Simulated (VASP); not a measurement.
# Si2W (fluorite type) (Fm-3m) in VASP: a series of runs

The runs below take Si2W (fluorite type) through single point, relaxation of cell and atoms, with PBE.

Program: VASP 6.6.1. These are calculated values, not measurements. Logs are shortened: lines on timing, memory, paths and dates and some standing lists are left out, and cuts for length are marked.

## 1. The cell of the first run

It takes space group Fm-3m (No. 225, cubic). The conventional cell has a = 5.597 Å, b = 5.597 Å, c = 5.597 Å, α = 90.00°, β = 90.00°, γ = 90.00°. Within 3.2 Å of W (site symmetry m-3m) lie 8 Si at 2.42 Å. Within 3.2 Å of Si (site symmetry -43m) lie 4 W at 2.42 Å and 6 Si at 2.80 Å.

## 2. Single point, PBE

The input, INCAR:

```
PREC = Accurate ; ENCUT = 520
EDIFF = 1E-6 ; ISMEAR = -1
SIGMA = 0.1 ; LREAL = F
LASPH = T ; NELM = 60
ALGO = Normal ; ISIF = 2
LWAVE = F ; LCHARG = F
GGA = PE ; NBANDS = 18
```

The input, KPOINTS:

```
regular mesh
0
Gamma
  10 10 10
```

The input, POSCAR:

```
Si2W
1.0
    0.0000000000      2.7983388118      2.7983388118
    2.7983388118      0.0000000000      2.7983388118
    2.7983388118      2.7983388118      0.0000000000
W Si
1 2
Direct
    0.0000000000      0.0000000000      0.0000000000
    0.2500000000      0.2500000000      0.2500000000
    0.7500000000      0.7500000000      0.7500000000
```

Potentials or basis: VASP PAW PBE potentials, release 64 (W_sv, Si).

The run is started by

```
cat potpaw_PBE.64/W_sv/POTCAR potpaw_PBE.64/Si/POTCAR > POTCAR
mpirun -np 1 vasp_std > vasp.out
```

OUTCAR:

```text
PREC = Accurate
   ENCUT = 520
   EDIFF = 1E-6
   ISMEAR = -1
   LREAL = F
   LASPH = T
   NELM = 60
   ISIF = 2
   GGA = PE

 ion  position               nearest neighbor table
   1  0.000  0.000  0.000-   3 2.42   3 2.42   3 2.42   2 2.42   2 2.42   2 2.42   3 2.42   2 2.42

   2  0.250  0.250  0.250-   1 2.42   1 2.42   1 2.42   1 2.42   3 2.80   3 2.80   3 2.80   3 2.80
                             3 2.80   3 2.80
   3  0.750  0.750  0.750-   1 2.42   1 2.42   1 2.42   1 2.42   2 2.80   2 2.80   2 2.80   2 2.80
                             2 2.80   2 2.80

  LATTYP: Found a face centered cubic cell.
 ALAT       =     5.5966776236

  Lattice vectors:

 A1 = (   0.0000000000,   2.7983388118,   2.7983388118)
 A2 = (   2.7983388118,   0.0000000000,   2.7983388118)
 A3 = (   2.7983388118,   2.7983388118,   0.0000000000)

Analysis of symmetry for initial positions (statically):
=====================================================================
 Subroutine PRICEL returns:
 Original cell was already a primitive cell.

 Routine SETGRP: Setting up the symmetry group for a
 face centered cubic supercell.

 Subroutine GETGRP returns: Found 48 space group operations
 (whereof 48 operations were pure point group operations)
 out of a pool of 48 trial point group operations.

The static configuration has the point symmetry O_h .

Analysis of symmetry for dynamics (positions and initial velocities):
=====================================================================
 Subroutine PRICEL returns:
 Original cell was already a primitive cell.

 Routine SETGRP: Setting up the symmetry group for a
 face centered cubic supercell.

 Subroutine GETGRP returns: Found 48 space group operations
 (whereof 48 operations were pure point group operations)
 out of a pool of 48 trial point group operations.

The dynamic configuration has the point symmetry O_h .

 Subroutine INISYM returns: Found 48 space group operations
 (whereof 48 operations are pure point group operations),
 and found     1 'primitive' translations

----------------------------------------------------------------------------------------

                                     Primitive cell

  volume of cell :      43.8259

  direct lattice vectors                    reciprocal lattice vectors
     0.000000000  2.798338812  2.798338812    -0.178677435  0.178677435  0.178677435
     2.798338812  0.000000000  2.798338812     0.178677435 -0.178677435  0.178677435
     2.798338812  2.798338812  0.000000000     0.178677435  0.178677435 -0.178677435

  length of vectors
     3.957448700  3.957448700  3.957448700     0.309478395  0.309478395  0.309478395

  position of ions in fractional coordinates (direct lattice)
     0.000000000  0.000000000  0.000000000
     0.250000000  0.250000000  0.250000000
     0.750000000  0.750000000  0.750000000

  ion indices of the primitive-cell ions
   primitive index   ion index
                 1           1
                 2           2
                 3           3

----------------------------------------------------------------------------------------

 KPOINTS: regular mesh

Automatic generation of k-mesh.
 Grid dimensions read from file:
 generate k-points for:   10   10   10

 Generating k-lattice:

  Cartesian coordinates                     Fractional coordinates (reciprocal lattice)
    -0.017867743  0.017867743  0.017867743     0.100000000  0.000000000  0.000000000
     0.017867743 -0.017867743  0.017867743     0.000000000  0.100000000  0.000000000
     0.017867743  0.017867743 -0.017867743     0.000000000  0.000000000  0.100000000

  Length of vectors
     0.030947839  0.030947839  0.030947839

  Shift w.r.t. Gamma in fractional coordinates (k-lattice)
     0.000000000  0.000000000  0.000000000

 Subroutine IBZKPT returns following result:
 ===========================================

 Found     47 irreducible k-points:

 Following reciprocal coordinates:
            Coordinates               Weight
  0.000000  0.000000  0.000000      1.000000
  0.100000  0.000000  0.000000      8.000000
  0.200000  0.000000  0.000000      8.000000
  0.300000  0.000000  0.000000      8.000000
  0.400000  0.000000  0.000000      8.000000
  0.500000  0.000000  0.000000      4.000000
[... 16 lines left out ...]
  0.300000  0.300000  0.000000      6.000000
  0.400000  0.300000  0.000000     24.000000
 [... further k-points ...]
   k-points           NKPTS =     47   k-points in BZ     NKDIM =     47   number of bands    NBANDS=     18
   number of dos      NEDOS =    301   number of ions     NIONS =      3
   total plane-waves  NPLWV =  27000
   dimension x,y,z NGX =    30 NGY =   30 NGZ =   30
   dimension x,y,z NGXF=    60 NGYF=   60 NGZF=   60
   ions per type =               1   2
   NGX,Y,Z   is equivalent  to a cutoff of  12.60, 12.60, 12.60 a.u.
   NGXF,Y,Z  is equivalent  to a cutoff of  25.21, 25.21, 25.21 a.u.
 SYSTEM =  unknown system
   PREC   = accura    normal or accurate (medium, high low for compatibility)
   ISTART =      0    job   : 0-new  1-cont  2-samecut
   ICHARG =      2    charge: 1-file 2-atom 10-const
   ISPIN  =      1    spin polarized calculation?
   LNONCOLLINEAR =      F non collinear calculations
   LSORBIT =      F    spin-orbit coupling
   LASPH  =      T    aspherical Exc in radial PAW
   ENCUT  =  520.0 eV  38.22 Ry    6.18 a.u.   7.36  7.36  7.36*2*pi/ulx,y,z
   NELM   =     60;   NELMIN=  2; NELMDL= -5     # of ELM steps
   EDIFF  = 0.1E-05   stopping-criterion for ELM
   LREAL  =      F    real-space projection
   EDIFFG = 0.1E-04   stopping-criterion for IOM
   NSW    =      0    number of steps for IOM
   IBRION =     -1    ionic relax: 0-MD 1-quasi-New 2-CG
   NFREE  =      0    steps in history (QN), initial steepest desc. (CG)
   ISIF   =      2    stress and relaxation
   ISYM   =      2    0-nonsym 1-usesym 2-fastsym
   POTIM  = 0.5000    time-step for ionic-motion
   TEBEG  =    0.0;   TEEND  =   0.0 temperature during run
   PSTRESS=    0.0 pullay stress
   NELECT =      22.0000    total number of electrons
   NUPDOWN=      -1.0000    fix difference up-down
   EMIN   =  10.00;   EMAX   =-10.00  energy-range for DOS
   EFERMI =   0.00;   METHOD = LEGACY
   ISMEAR =    -1;   SIGMA  =   0.10  broadening in eV -4-tet -1-fermi 0-gaus
   EFERMI_NEDOS =   21; number of points for ismear=-14 and -15
   IALGO  =     38    algorithm
   IMIX   =      4    mixing-type and parameters
     AMIX     =   0.40;   BMIX     =  1.00
     AMIX_MAG =   1.60;   BMIX_MAG =  1.00
  volume/ion in A,a.u.               =      14.61        98.58
  Fermi-wavevector in a.u.,A,eV,Ry     =   1.301084  2.458693 23.032219  1.692820
  Thomas-Fermi vector in A             =   2.432241
   LORBIT       =      0    0 simple, 1 ext, 2 COOP (PROOUT), +10 PAW based schemes
   GGA     = PE    functional components
   LHFCALC =     F    Hartree Fock is set to
   AEXX    =    0.0000 exact exchange contribution
   IVDW    =     0    specifies the selected vdW correction
   LEPSILON=     F    determine dielectric tensor
   LRPA    =     F    only Hartree local field effects (RPA)
 non-spin polarized calculation
  energy-cutoff  :      520.00
  volume of cell :       43.83
 maximum number of plane-waves:      1243
 NGX is ok and might be reduce to    30
   NGX = 15   NGY = 15   NGZ = 15

 number of electron      21.9999999 magnetization

 Free energy of the ion-electron system (eV)
  ---------------------------------------------------
  ext. energy  EPLUGINS =         0.00000000
  ---------------------------------------------------
  free energy    TOTEN  =       -21.68351647 eV

  energy without entropy =      -21.61775554  energy(sigma->0) =      -21.65063601

 E-fermi :  10.4376     XC(G=0): -11.8883

 val. band max:       10.4310985647   @ k =   0.5000   0.1000   0.0000
 cond. band min:      10.4573461688   @ k =   0.5000   0.4000   0.1000
 fundamental gap:      0.0262476041
 Fermi energy:        10.4376483614

 k-point     1 :       0.0000    0.0000    0.0000
  band No.  band energies     occupation
      1     -62.5532      2.00000
      2     -27.0261      2.00000
      3     -27.0261      2.00000
      4     -27.0261      2.00000
      5      -2.6357      2.00000
      6       5.2010      2.00000
[... 10 lines left out ...]
     17      15.4402      0.00000
     18      18.8625      0.00000

 k-point     2 :       0.1000    0.0000    0.0000
  band No.  band energies     occupation
      1     -62.5530      2.00000
      2     -27.0317      2.00000
      3     -27.0269      2.00000
      4     -27.0269      2.00000
      5      -2.4724      2.00000
      6       4.7548      2.00000
[... 10 lines left out ...]
     17      15.0206      0.00000
     18      19.0238      0.00000

 k-point     3 :       0.2000    0.0000    0.0000
  band No.  band energies     occupation
      1     -62.5527      2.00000
      2     -27.0462      2.00000
      3     -27.0291      2.00000
      4     -27.0291      2.00000
      5      -1.9994      2.00000
      6       3.8889      2.00000
[... 10 lines left out ...]
     17      15.7707      0.00000
     18      19.3854      0.00000

 k-point     4 :       0.3000    0.0000    0.0000
  band No.  band energies     occupation
      1     -62.5523      2.00000
      2     -27.0641      2.00000
      3     -27.0319      2.00000
      4     -27.0319      2.00000
      5      -1.2734      2.00000
      6       2.9987      2.00000
[... 375 lines left out ...]
      4     -27.0318      2.00000
      5      -1.0060      2.00000
      6       3.0062      2.00000
[... 10 lines left out ...]
     17      17.6355      0.00000
     18      18.3765      0.00000

 k-point    23 :       0.3000    0.3000    0.0000
  band No.  band energies     occupation
      1     -62.5521      2.00000
      2     -27.0640      2.00000
      3     -27.0402      2.00000
      4     -27.0402      2.00000
      5      -0.7435      2.00000
      6       3.0286      2.00000
[... 10 lines left out ...]
     17      16.7351      0.00000
     18      18.8017      0.00000

 k-point    24 :       0.4000    0.3000    0.0000
  band No.  band energies     occupation
      1     -62.5519      2.00000
      2     -27.0720      2.00000
      3     -27.0445      2.00000
      4     -27.0427      2.00000
      5      -0.0316      2.00000
      6       2.6771      2.00000
[... 10 lines left out ...]
     17      17.8878      0.00000
     18      18.7308      0.00000

 [... further k-points ...]

------------------------ aborting loop because EDIFF is reached ----------------------------------------

  FORCE on cell =-STRESS in cart. coord.  units (eV):
  Direction    XX          YY          ZZ          XY          YZ          ZX
  --------------------------------------------------------------------------------------
  -------------------------------------------------------------------------------------
  Total        7.9739079      7.9739079      7.9739079      0.0000000     -0.0000000      0.0000000
  in kB      291.5082925    291.5082925    291.5082925      0.0000000     -0.0000000      0.0000000
  external PRESSURE =     291.5082925 kB  Pullay stress =       0.0000000 kB

 VOLUME and BASIS-vectors are now :
 -----------------------------------------------------------------------------
  energy-cutoff  :      520.00
  volume of cell :       43.83
      direct lattice vectors                 reciprocal lattice vectors
     0.000000000  2.798338812  2.798338812    -0.178677435  0.178677435  0.178677435
     2.798338812  0.000000000  2.798338812     0.178677435 -0.178677435  0.178677435
     2.798338812  2.798338812  0.000000000     0.178677435  0.178677435 -0.178677435

 POSITION                                       TOTAL-FORCE (eV/Angst)
 -----------------------------------------------------------------------------------
      0.00000      0.00000      0.00000        -0.000000      0.000000      0.000000
      1.39917      1.39917      1.39917        -0.000000      0.000000      0.000000
      4.19751      4.19751      4.19751         0.000000     -0.000000     -0.000000
 -----------------------------------------------------------------------------------
    total drift:                                0.000000     -0.000000     -0.000000

  FREE ENERGIE OF THE ION-ELECTRON SYSTEM (eV)
  ---------------------------------------------------
  free  energy   TOTEN  =       -21.6835164690 eV

  energy  without entropy=      -21.6177555431  energy(sigma->0) =      -21.65063601
```

Wall time 26 s (1 thread of Intel Xeon Platinum 8488C (Sapphire Rapids), shared host); peak memory 0.19 GiB.

Results:

```yaml
Free_energy: -21.6835 eV
Pressure: 29.2 GPa
Band_gap_on_the_k_mesh: zero (band 11 reaches 11.40 eV, above the bottom of band 12 at 9.18 eV)
```

Levels at points of the mesh, in eV from the Fermi level:
```csv
k point,band 9,band 10,band 11,band 12,band 13,band 14
"(0.00, 0.00, 0.00)",-1.60,-1.37,-1.37,3.85,3.85,3.85
"(0.50, 0.00, 0.00)",-2.04,-0.41,-0.41,-0.34,-0.34,1.06
"(0.50, 0.50, 0.00)",-3.30,-1.53,-1.26,-1.26,0.48,6.65
```

Caveat: spin-orbit coupling is left out, which moves the levels of the heavy elements.

## 3. Single point, PBE

The input, INCAR:

```
PREC = Accurate ; ENCUT = 520
EDIFF = 1E-6 ; ISMEAR = -1
SIGMA = 0.1 ; LREAL = False
LASPH = True ; NELM = 80
ALGO = Normal ; ISIF = 2
LWAVE = False ; LCHARG = False
GGA = PE ; NBANDS = 18
```

KPOINTS is that of step 2.

The input, POSCAR:

```
Si2W
1.0
    0.0000000000      2.7974974281      2.7974974281
    2.7974974281      0.0000000000      2.7974974281
    2.7974974281      2.7974974281      0.0000000000
W Si
1 2
Direct
    0.0000000000      0.0000000000      0.0000000000
    0.2500000000      0.2500000000      0.2500000000
    0.7500000000      0.7500000000      0.7500000000
```

Potentials or basis: VASP PAW PBE potentials, release 64 (W_sv, Si).

The run is started by

```
cat potpaw_PBE.64/W_sv/POTCAR potpaw_PBE.64/Si/POTCAR > POTCAR
mpirun -np 1 vasp_std > vasp.out
```

OUTCAR:

```text
PREC = Accurate
   ENCUT = 520
   EDIFF = 1E-6
   ISMEAR = -1
   LREAL = False
   LASPH = True
   NELM = 80
   ISIF = 2
   GGA = PE

 ion  position               nearest neighbor table
   1  0.000  0.000  0.000-   3 2.42   3 2.42   3 2.42   2 2.42   3 2.42   2 2.42   2 2.42   2 2.42

   2  0.250  0.250  0.250-   1 2.42   1 2.42   1 2.42   1 2.42   3 2.80   3 2.80   3 2.80   3 2.80
                             3 2.80   3 2.80
   3  0.750  0.750  0.750-   1 2.42   1 2.42   1 2.42   1 2.42   2 2.80   2 2.80   2 2.80   2 2.80
                             2 2.80   2 2.80

  LATTYP: Found a face centered cubic cell.
 ALAT       =     5.5949948562

  Lattice vectors:

 A1 = (   0.0000000000,   2.7974974281,   2.7974974281)
 A2 = (   2.7974974281,   0.0000000000,   2.7974974281)
 A3 = (   2.7974974281,   2.7974974281,   0.0000000000)

Analysis of symmetry for initial positions (statically):
=====================================================================
 Subroutine PRICEL returns:
 Original cell was already a primitive cell.

 Routine SETGRP: Setting up the symmetry group for a
 face centered cubic supercell.

 Subroutine GETGRP returns: Found 48 space group operations
[... 168 lines left out ...]

 val. band max:       10.4431118901   @ k =   0.5000   0.1000   0.0000
 cond. band min:      10.4694749233   @ k =   0.5000   0.4000   0.1000
 fundamental gap:      0.0263630331
 Fermi energy:        10.4500832169

 k-point     1 :       0.0000    0.0000    0.0000
  band No.  band energies     occupation
      1     -62.5387      2.00000
      2     -27.0126      2.00000
      3     -27.0126      2.00000
      4     -27.0126      2.00000
      5      -2.6303      2.00000
      6       5.2084      2.00000
[... 481 lines left out ...]
      5      -0.0240      2.00000
      6       2.6856      2.00000
[... 10 lines left out ...]
     17      17.9047      0.00000
     18      18.8125      0.00000

 [... further k-points ...]

------------------------ aborting loop because EDIFF is reached ----------------------------------------

  FORCE on cell =-STRESS in cart. coord.  units (eV):
  Direction    XX          YY          ZZ          XY          YZ          ZX
  --------------------------------------------------------------------------------------
  -------------------------------------------------------------------------------------
  Total        8.0280010      8.0280010      8.0280010      0.0000000     -0.0000000      0.0000000
  in kB      293.7507051    293.7507051    293.7507051      0.0000000     -0.0000000      0.0000000
  external PRESSURE =     293.7507051 kB  Pullay stress =       0.0000000 kB

 VOLUME and BASIS-vectors are now :
 -----------------------------------------------------------------------------
  energy-cutoff  :      520.00
  volume of cell :       43.79
      direct lattice vectors                 reciprocal lattice vectors
     0.000000000  2.797497428  2.797497428    -0.178731174  0.178731174  0.178731174
     2.797497428  0.000000000  2.797497428     0.178731174 -0.178731174  0.178731174
     2.797497428  2.797497428  0.000000000     0.178731174  0.178731174 -0.178731174

 POSITION                                       TOTAL-FORCE (eV/Angst)
 -----------------------------------------------------------------------------------
      0.00000      0.00000      0.00000         0.000000     -0.000000      0.000000
      1.39875      1.39875      1.39875        -0.000000     -0.000000     -0.000000
      4.19625      4.19625      4.19625         0.000000      0.000000      0.000000
 -----------------------------------------------------------------------------------
    total drift:                                0.000000     -0.000000     -0.000000

  FREE ENERGIE OF THE ION-ELECTRON SYSTEM (eV)
  ---------------------------------------------------
  free  energy   TOTEN  =       -21.6762884032 eV

  energy  without entropy=      -21.6106762629  energy(sigma->0) =      -21.64348233
```

OSZICAR:

```text
N       E                     dE             d eps       ncg     rms          rms(c)
DAV:   1     0.135011882828E+03    0.13501E+03   -0.10856E+04  1692   0.122E+03
DAV:   2    -0.176075253067E+02   -0.15262E+03   -0.14927E+03  1970   0.321E+02
DAV:   3    -0.220114951836E+02   -0.44040E+01   -0.42942E+01  2108   0.491E+01
DAV:   4    -0.220541054880E+02   -0.42610E-01   -0.42556E-01  2142   0.523E+00
DAV:   5    -0.220546138925E+02   -0.50840E-03   -0.50838E-03  2078   0.593E-01    0.276E+01
DAV:   6    -0.217627793125E+02    0.29183E+00   -0.10870E+00  1972   0.733E+00    0.125E+01
DAV:   7    -0.216902912635E+02    0.72488E-01   -0.13156E-01  1980   0.213E+00    0.516E+00
DAV:   8    -0.216758712826E+02    0.14420E-01   -0.28339E-02  1994   0.137E+00    0.197E-01
DAV:   9    -0.216761727568E+02   -0.30147E-03   -0.10564E-03  2010   0.226E-01    0.144E-01
DAV:  10    -0.216762879610E+02   -0.11520E-03   -0.22605E-04  1810   0.108E-01    0.141E-02
DAV:  11    -0.216762884032E+02   -0.44223E-06   -0.65191E-06  2128   0.237E-02
   1 F= -.21676288E+02 E0= -.21643482E+02  d E =-.656121E-01
```

It took 26 s on 1 thread of Intel Xeon Platinum 8488C (Sapphire Rapids), shared host; peak memory 0.19 GiB.

Results:

```yaml
Free_energy: -21.6763 eV
Pressure: 29.4 GPa
Band_gap_on_the_k_mesh: zero (band 11 reaches 11.42 eV, above the bottom of band 12 at 9.19 eV)
```

Levels at points of the mesh, in eV from the Fermi level:
```
           k point  band 9  band 10  band 11  band 12  band 13  band 14
(0.00, 0.00, 0.00)   -1.60    -1.38    -1.38     3.85     3.85     3.85
(0.50, 0.00, 0.00)   -2.04    -0.42    -0.42    -0.34    -0.34     1.06
(0.50, 0.50, 0.00)   -3.30    -1.54    -1.26    -1.26     0.47     6.64
```

Caveat: spin-orbit coupling is left out, which moves the levels of the heavy elements.

(Part 1 of 2 ends here.)
